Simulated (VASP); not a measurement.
# PtSe2 in VASP: a series of runs

Runs on PtSe2. Level: PBE+D3(BJ). Tasks: relaxation of the atoms, single point.

Program: VASP 6.6.1. These are calculated values, not measurements. Logs are shortened: lines on timing, memory, paths and dates and some standing lists are left out, and cuts for length are marked.

## 1. The cell of the first run

The cell holds a slab with vacuum, 3 atoms: a = 3.559 Å, b = 3.559 Å, c = 31.122 Å, α = 90.00°, β = 90.00°, γ = 120.00°.

## 2. Relaxation of the atoms, PBE+D3(BJ) (biaxial strain -0.040)

Contents of INCAR:

```
SYSTEM = PtSe2
  ALGO = Normal
  DIPOL = 0.5 0.5 0.500
  EDIFF = 1E-7
  EDIFFG = -0.01
  ENCUT = 520
  GGA = PE
  IBRION = 2
  IDIPOL = 3
  ISIF = 2
  ISMEAR = 0
  IVDW = 12
  LASPH = .True.
  LCHARG = .False.
  LDIPOL = .True.
  LREAL = .False.
  LWAVE = .False.
  NELM = 80
  NSW = 60
  PREC = Accurate
  SIGMA = 0.02
```

Contents of KPOINTS:

```
k-points
0
Gamma
  12 12 1
  0 0 0
```

Contents of POSCAR:

```
PtSe2
1.0
    3.5585914897      0.0000000000      0.0000000000
   -1.7792957448      3.0818306317      0.0000000000
    0.0000000000      0.0000000000     31.1216233429
Se Pt
2 1
Direct
    0.6666666667      0.3333333333      0.4574342816
    0.3333333333      0.6666666667      0.5425657184
    0.0000000000      0.0000000000      0.5000000000
```

Potentials or basis: VASP PAW PBE potentials, release 64 (Se, Pt).

Command:

```sh
$ cat potpaw_PBE.64/Se/POTCAR potpaw_PBE.64/Pt/POTCAR > POTCAR
$ mpirun -np 1 vasp_std > vasp.out
```

OUTCAR:

```text
SYSTEM = PtSe2
   EDIFF = 1E-7
   EDIFFG = -0.01
   ENCUT = 520
   GGA = PE
   IBRION = 2
   ISIF = 2
   ISMEAR = 0
   IVDW = 12
   LASPH = .True.
   LREAL = .False.
   NELM = 80
   NSW = 60
   PREC = Accurate
 IVDW          = 12

 ion  position               nearest neighbor table
   1  0.667  0.333  0.457-   3 2.44   3 2.44   3 2.44
   2  0.333  0.667  0.543-   3 2.44   3 2.44   3 2.44
   3  0.000  0.000  0.500-   1 2.44   2 2.44   2 2.44   1 2.44   1 2.44   2 2.44

  LATTYP: Found a hexagonal cell.
 ALAT       =     3.5585914897
 C/A-ratio  =     8.7454891726

  Lattice vectors:

 A1 = (   3.5585914897,   0.0000000000,   0.0000000000)
 A2 = (  -1.7792957448,   3.0818306317,   0.0000000000)
 A3 = (   0.0000000000,   0.0000000000,  31.1216233429)

Analysis of symmetry for initial positions (statically):
=====================================================================
 Subroutine PRICEL returns:
 Original cell was already a primitive cell.

 Routine SETGRP: Setting up the symmetry group for a
 hexagonal supercell.

 Subroutine GETGRP returns: Found 12 space group operations
 (whereof 12 operations were pure point group operations)
 out of a pool of 24 trial point group operations.

The static configuration has the point symmetry D_3d.

Analysis of symmetry for dynamics (positions and initial velocities):
=====================================================================
 Subroutine PRICEL returns:
 Original cell was already a primitive cell.

 Routine SETGRP: Setting up the symmetry group for a
 hexagonal supercell.

 Subroutine GETGRP returns: Found 12 space group operations
 (whereof 12 operations were pure point group operations)
 out of a pool of 24 trial point group operations.

The dynamic configuration has the point symmetry D_3d.

 Subroutine INISYM returns: Found 12 space group operations
 (whereof 12 operations are pure point group operations),
 and found     1 'primitive' translations

----------------------------------------------------------------------------------------

                                     Primitive cell

  volume of cell :     341.3101

  direct lattice vectors                    reciprocal lattice vectors
     3.558591490  0.000000000  0.000000000     0.281010058  0.162241232  0.000000000
    -1.779295745  3.081830632  0.000000000     0.000000000  0.324482465  0.000000000
     0.000000000  0.000000000 31.121623343     0.000000000  0.000000000  0.032132000

  length of vectors
     3.558591490  3.558591490 31.121623343     0.324482465  0.324482465  0.032132000

  position of ions in fractional coordinates (direct lattice)
     0.666666667  0.333333333  0.457434282
     0.333333333  0.666666667  0.542565718
     0.000000000  0.000000000  0.500000000

  ion indices of the primitive-cell ions
   primitive index   ion index
                 1           1
                 2           2
                 3           3

----------------------------------------------------------------------------------------

 KPOINTS: k-points

Automatic generation of k-mesh.
 Grid dimensions read from file:
 generate k-points for:   12   12    1

 Generating k-lattice:

  Cartesian coordinates                     Fractional coordinates (reciprocal lattice)
     0.023417505  0.013520103  0.000000000     0.083333333  0.000000000  0.000000000
     0.000000000  0.027040205  0.000000000     0.000000000  0.083333333  0.000000000
     0.000000000  0.000000000  0.032132000     0.000000000  0.000000000  1.000000000

  Length of vectors
     0.027040205  0.027040205  0.032132000

  Shift w.r.t. Gamma in fractional coordinates (k-lattice)
     0.000000000  0.000000000  0.000000000

 Subroutine IBZKPT returns following result:
 ===========================================

 Found     19 irreducible k-points:

 Following reciprocal coordinates:
            Coordinates               Weight
  0.000000  0.000000  0.000000      1.000000
  0.083333 -0.000000  0.000000      6.000000
  0.166667 -0.000000  0.000000      6.000000
  0.250000 -0.000000  0.000000      6.000000
  0.333333 -0.000000  0.000000      6.000000
  0.416667 -0.000000  0.000000      6.000000
[... 11 lines left out ...]
  0.333333  0.250000  0.000000     12.000000
  0.333333  0.333333  0.000000      2.000000
   k-points           NKPTS =     19   k-points in BZ     NKDIM =     19   number of bands    NBANDS=     15
   number of dos      NEDOS =    301   number of ions     NIONS =      3
   total plane-waves  NPLWV = 188160
   dimension x,y,z NGX =    28 NGY =   28 NGZ =  240
   dimension x,y,z NGXF=    56 NGYF=   56 NGZF=  480
   ions per type =               2   1
   NGX,Y,Z   is equivalent  to a cutoff of  13.08, 13.08, 12.82 a.u.
   NGXF,Y,Z  is equivalent  to a cutoff of  26.16, 26.16, 25.64 a.u.
 SYSTEM =  PtSe2
   PREC   = accura    normal or accurate (medium, high low for compatibility)
   ISTART =      0    job   : 0-new  1-cont  2-samecut
   ICHARG =      2    charge: 1-file 2-atom 10-const
   ISPIN  =      1    spin polarized calculation?
   LNONCOLLINEAR =      F non collinear calculations
   LSORBIT =      F    spin-orbit coupling
   LASPH  =      T    aspherical Exc in radial PAW
   ENCUT  =  520.0 eV  38.22 Ry    6.18 a.u.   6.62  6.62 57.87*2*pi/ulx,y,z
   NELM   =     80;   NELMIN=  2; NELMDL= -5     # of ELM steps
   EDIFF  = 0.1E-06   stopping-criterion for ELM
   LREAL  =      F    real-space projection
   EDIFFG = -.1E-01   stopping-criterion for IOM
   NSW    =     60    number of steps for IOM
   IBRION =      2    ionic relax: 0-MD 1-quasi-New 2-CG
   NFREE  =      1    steps in history (QN), initial steepest desc. (CG)
   ISIF   =      2    stress and relaxation
   ISYM   =      2    0-nonsym 1-usesym 2-fastsym
   POTIM  = 0.5000    time-step for ionic-motion
   TEBEG  =    0.0;   TEEND  =   0.0 temperature during run
   PSTRESS=    0.0 pullay stress
   NELECT =      22.0000    total number of electrons
   NUPDOWN=      -1.0000    fix difference up-down
   EMIN   =  10.00;   EMAX   =-10.00  energy-range for DOS
   EFERMI =   0.00;   METHOD = LEGACY
   ISMEAR =     0;   SIGMA  =   0.02  broadening in eV -4-tet -1-fermi 0-gaus
   EFERMI_NEDOS =   21; number of points for ismear=-14 and -15
   IALGO  =     38    algorithm
   IMIX   =      4    mixing-type and parameters
     AMIX     =   0.40;   BMIX     =  1.00
     AMIX_MAG =   1.60;   BMIX_MAG =  1.00
  volume/ion in A,a.u.               =     113.77       767.76
  Fermi-wavevector in a.u.,A,eV,Ry     =   0.656396  1.240409  5.862150  0.430856
  Thomas-Fermi vector in A             =   1.727575
   LORBIT       =      0    0 simple, 1 ext, 2 COOP (PROOUT), +10 PAW based schemes
   GGA     = PE    functional components
   LHFCALC =     F    Hartree Fock is set to
   AEXX    =    0.0000 exact exchange contribution
   IVDW    =    12    specifies the selected vdW correction
   LEPSILON=     F    determine dielectric tensor
   LRPA    =     F    only Hartree local field effects (RPA)
 conjugate gradient relaxation of ions
 non-spin polarized calculation
 Gauss-broadening in eV      SIGMA  =   0.02
  energy-cutoff  :      520.00
  volume of cell :      341.31
 maximum number of plane-waves:      9295
 NGX is ok and might be reduce to    28
   NGX = 13   NGY = 13   NGZ =115

--------------------------------------- Ionic step        1  -------------------------------------------

 number of electron      21.9999996 magnetization

 Free energy of the ion-electron system (eV)
  ---------------------------------------------------
  ext. energy  EPLUGINS =         0.00000000
  ---------------------------------------------------
  free energy    TOTEN  =       -13.99448061 eV

  energy without entropy =      -13.99448061  energy(sigma->0) =      -13.99448061

------------------------ aborting loop because EDIFF is reached ----------------------------------------

 Edisp (eV)   -0.97423

 E8    (eV) :    -0.4469

  FORCE on cell =-STRESS in cart. coord.  units (eV):
  Direction    XX          YY          ZZ          XY          YZ          ZX
  --------------------------------------------------------------------------------------
  -------------------------------------------------------------------------------------
  Total       5.45787     5.45787     3.15939     0.00000     0.00000     0.00000
  in kB      25.62033    25.62033    14.83080     0.00000     0.00000     0.00000
  external pressure =       22.02 kB  Pullay stress =        0.00 kB
[... 59 lines left out ...]
  FREE ENERGIE OF THE ION-ELECTRON SYSTEM (eV)
  ---------------------------------------------------
  free  energy   TOTEN  =       -15.0590571585 eV

  energy  without entropy=      -15.0590571585  energy(sigma->0) =      -15.05905716

 dipolmoment           0.000000      0.000000      0.000000 electrons x Angstroem

--------------------------------------- Ionic step        3  -------------------------------------------

 number of electron      21.9999997 magnetization

 dipolmoment           0.000000      0.000000     -0.000000 electrons x Angstroem

 Free energy of the ion-electron system (eV)
  ---------------------------------------------------
  ext. energy  EPLUGINS =         0.00000000
  ---------------------------------------------------
  free energy    TOTEN  =       -14.11086655 eV

  energy without entropy =      -14.11086655  energy(sigma->0) =      -14.11086655

 E-fermi :  -3.1500     XC(G=0):  -2.2975

 val. band max:       -3.2922560335   @ k =   0.0833  -0.0000   0.0000
 cond. band min:      -2.2803958730   @ k =   0.2500   0.2500   0.0000
 fundamental gap:      1.0118601605
 Fermi energy:        -3.1499617940

 k-point     1 :       0.0000    0.0000    0.0000
  band No.  band energies     occupation
      1     -17.8632      2.00000
      2     -16.2410      2.00000
      3      -9.2013      2.00000
      4      -8.6198      2.00000
      5      -8.6198      2.00000
      6      -6.5776      2.00000
      7      -6.5776      2.00000
      8      -5.2199      2.00000
      9      -4.6429      2.00000
     10      -3.2989      2.00000
     11      -3.2989      2.00000
     12      -0.4809      0.00000
     13      -0.4809      0.00000
     14       0.9502      0.00000
     15       1.5618      0.00000
[... 309 lines left out ...]
      1     -16.0136      2.00000
      2     -16.0136      2.00000
      3      -9.0356      2.00000
      4      -8.7514      2.00000
      5      -8.7514      2.00000
      6      -7.2528      2.00000
      7      -7.2528      2.00000
      8      -6.2602      2.00000
      9      -6.0356      2.00000
     10      -4.5042      2.00000
     11      -4.5042      2.00000
     12      -1.8324      0.00000
     13      -1.8324      0.00000
     14       2.2056      0.00000
     15       4.3692      0.00000

------------------------ aborting loop because EDIFF is reached ----------------------------------------

 vacuum level on the upper side and lower side of the slab       (xc-potential included)        -0.027        -0.027

 Edisp (eV)   -0.95932

 E8    (eV) :    -0.4399

  FORCE on cell =-STRESS in cart. coord.  units (eV):
  Direction    XX          YY          ZZ          XY          YZ          ZX
  --------------------------------------------------------------------------------------
  -------------------------------------------------------------------------------------
  Total       2.73234     2.73234    -0.02847     0.00000    -0.00000     0.00000
  in kB      12.82612    12.82612    -0.13365     0.00000    -0.00000     0.00000
  external pressure =        8.51 kB  Pullay stress =        0.00 kB
[... 18 lines left out ...]
  FREE ENERGIE OF THE ION-ELECTRON SYSTEM (eV)
  ---------------------------------------------------
  free  energy   TOTEN  =       -15.0701913284 eV

  energy  without entropy=      -15.0701913284  energy(sigma->0) =      -15.07019133

 reached required accuracy - stopping structural energy minimisation

 vacuum level on the upper side and lower side of the slab         1.960         1.960
```

It took 6.6 min on 1 thread of Intel Xeon Platinum 8259CL at 2.50GHz (Skylake/Cascade Lake), shared host; peak memory 0.55 GiB.

Results:

```yaml
Free_energy: -15.0702 eV
Energy_gained_by_relaxing: 33.8 meV/atom
Ionic_steps: 3
Largest_force_after_relaxing: 0.005 eV/Å
Band_gap_on_the_k_mesh: 1.01 eV (least direct gap 1.44 eV)
Dispersion_energy_per_atom: -0.320 eV
```

Forces on the atoms (eV/Å):
```
Se   0.000  0.000  0.005
Se   0.000  0.000 -0.005
Pt   0.000  0.000  0.000
```

The path:
| step | energy change (eV) | largest force (eV/Å) | pressure (GPa) |
| --- | --- | --- | --- |
| 1 | 0.0000 | 1.1981 | 2.20 |
| 2 | -0.0903 | 0.3823 | 1.29 |
| 3 | -0.1015 | 0.0048 | 0.85 |

Final structure:
```
CELL_PARAMETERS angstrom
3.55859 0.00000 0.00000
-1.77930 3.08183 0.00000
0.00000 0.00000 31.12162
ATOMIC_POSITIONS crystal
Se 0.66667 0.33333 0.45461
Se 0.33333 0.66667 0.54539
Pt 0.00000 0.00000 0.50000
```

Levels at points of the mesh, in eV from the valence-band top:
```
           k point  band 9  band 10  band 11  band 12  band 13  band 14
(0.00, 0.00, 0.00)   -1.35    -0.01    -0.01     2.81     2.81     4.24
(0.50, 0.00, 0.00)   -2.07    -2.05    -1.78     2.27     2.45     4.30
```

Caveat: the cell differs from its parent crystal (biaxial strain -0.040); spin-orbit coupling is left out, which moves the levels of the heavy elements.

## 3. Single point, PBE+D3(BJ)

This run uses another cell than the first one.

Contents of INCAR:

```
PREC = Accurate ; ENCUT = 520
EDIFF = 1E-6 ; ISMEAR = 0
SIGMA = 0.02 ; LREAL = F
LASPH = T ; NELM = 80
ALGO = Normal ; ISIF = 2
LWAVE = F ; LCHARG = F
LDIPOL = T ; IDIPOL = 3
DIPOL = 0.5 0.5 0.500 ; GGA = PE
IVDW = 12 ; NBANDS = 18
```

Contents of KPOINTS:

```
regular mesh
0
Gamma
  12 12 1
```

Contents of POSCAR:

```
PtSe2
1.0
    3.7810034578      0.0000000000      0.0000000000
   -1.8905017289      3.2102402414      0.0000000000
    0.0000000000      0.0000000000     31.1216233429
Se Pt
2 1
Direct
    0.6645739522      0.3291479044      0.4580939332
    0.3354260478      0.6708520956      0.5419060668
    0.0000000000      0.0000000000      0.5000000000
```

Potentials or basis: VASP PAW PBE potentials, release 64 (Se, Pt).

Command:

```sh
$ cat potpaw_PBE.64/Se/POTCAR potpaw_PBE.64/Pt/POTCAR > POTCAR
$ mpirun -np 1 vasp_std > vasp.out
```

OUTCAR:

```text
PREC = Accurate
   ENCUT = 520
   EDIFF = 1E-6
   ISMEAR = 0
   LREAL = F
   LASPH = T
   NELM = 80
   ISIF = 2
   GGA = PE
   IVDW = 12
 IVDW          = 12

 ion  position               nearest neighbor table
   1  0.665  0.329  0.458-   3 2.52   3 2.53   3 2.53
   2  0.335  0.671  0.542-   3 2.52   3 2.53   3 2.53
   3  0.000  0.000  0.500-   2 2.52   1 2.52   1 2.53   2 2.53   1 2.53   2 2.53

  Warning from LATTYP: Monoclinic adjustment (A1->A3, A2->A1, A3->A2)!
  LATTYP: Found a base centered orthorhombic cell.
 ALAT       =     3.7810034578
 B/A-ratio  =     1.6980890270
 C/A-ratio  =     8.2310486331

  Lattice vectors:

 A1 = (   1.8905017289,  -3.2102402414,   0.0000000000)
 A2 = (   1.8905017289,   3.2102402414,   0.0000000000)
 A3 = (   0.0000000000,   0.0000000000,  31.1216233429)

Analysis of symmetry for initial positions (statically):
=====================================================================
 Subroutine PRICEL returns:
 Original cell was already a primitive cell.

 Routine SETGRP: Setting up the symmetry group for a
 base centered orthorhombic supercell.

 Subroutine GETGRP returns: Found  4 space group operations
[... 176 lines left out ...]
 Fermi energy:        -3.7315051668

 k-point     1 :       0.0000    0.0000    0.0000
  band No.  band energies     occupation
      1     -17.8792      2.00000
      2     -16.0856      2.00000
      3      -9.0023      2.00000
      4      -8.9576      2.00000
      5      -8.9207      2.00000
      6      -6.7712      2.00000
[... 481 lines left out ...]
      5      -7.8855      2.00000
      6      -7.4282      2.00000
[... 10 lines left out ...]
     17       4.4114      0.00000
     18       4.5544      0.00000

 [... further k-points ...]

------------------------ aborting loop because EDIFF is reached ----------------------------------------

 vacuum level on the upper side and lower side of the slab       (xc-potential included)        -0.007        -0.007

 Edisp (eV)   -0.88056

 E8    (eV) :    -0.4047

  FORCE on cell =-STRESS in cart. coord.  units (eV):
  Direction    XX          YY          ZZ          XY          YZ          ZX
  --------------------------------------------------------------------------------------
  -------------------------------------------------------------------------------------
  Total      -1.11419    -0.31842    -0.02052     0.00000    -0.00029     0.00000
  in kB      -4.72567    -1.35053    -0.08705     0.00000    -0.00122     0.00000
  external pressure =       -2.05 kB  Pullay stress =        0.00 kB

 VOLUME and BASIS-vectors are now :
 -----------------------------------------------------------------------------
  energy-cutoff  :      520.00
  volume of cell :      377.75
      direct lattice vectors                 reciprocal lattice vectors
     3.781003458  0.000000000  0.000000000     0.264480054  0.155751583  0.000000000
    -1.890501729  3.210240241  0.000000000     0.000000000  0.311503166  0.000000000
     0.000000000  0.000000000 31.121623343     0.000000000  0.000000000  0.032132000

 POSITION                                       TOTAL-FORCE (eV/Angst)
 -----------------------------------------------------------------------------------
      1.89050      1.05664     14.25663         0.000000      0.000038      0.001926
      0.00000      2.15360     16.86500         0.000000     -0.000038     -0.001926
      0.00000      0.00000     15.56081        -0.000000      0.000000      0.000000
 -----------------------------------------------------------------------------------
    total drift:                               -0.000000      0.000000     -0.000000

  FREE ENERGIE OF THE ION-ELECTRON SYSTEM (eV)
  ---------------------------------------------------
  free  energy   TOTEN  =       -15.1728241510 eV

  energy  without entropy=      -15.1728241510  energy(sigma->0) =      -15.17282415

 vacuum level on the upper side and lower side of the slab         1.782         1.782
```

stdout:

```text
POSCAR found type information on POSCAR SePt
 POSCAR found :  2 types and       3 ions
 scaLAPACK will be used
 LDA part: xc-table for (Slater+PW92), standard interpolation
 POSCAR, INCAR and KPOINTS ok, starting setup
 FFT: planning ... GRIDC
 FFT: planning ... GRID_SOFT
 FFT: planning ... GRID
 WAVECAR not read
 entering main loop
```

It took 3.2 min on 1 thread of Intel Xeon 6975P-C (Granite Rapids), shared host; peak memory 0.64 GiB.

What came out:

```yaml
Free_energy: -15.1728 eV
Band_gap_on_the_k_mesh: 1.33 eV (least direct gap 1.53 eV)
Dispersion_energy_per_atom: -0.294 eV
```

Caveat: spin-orbit coupling is left out, which moves the levels of the heavy elements.
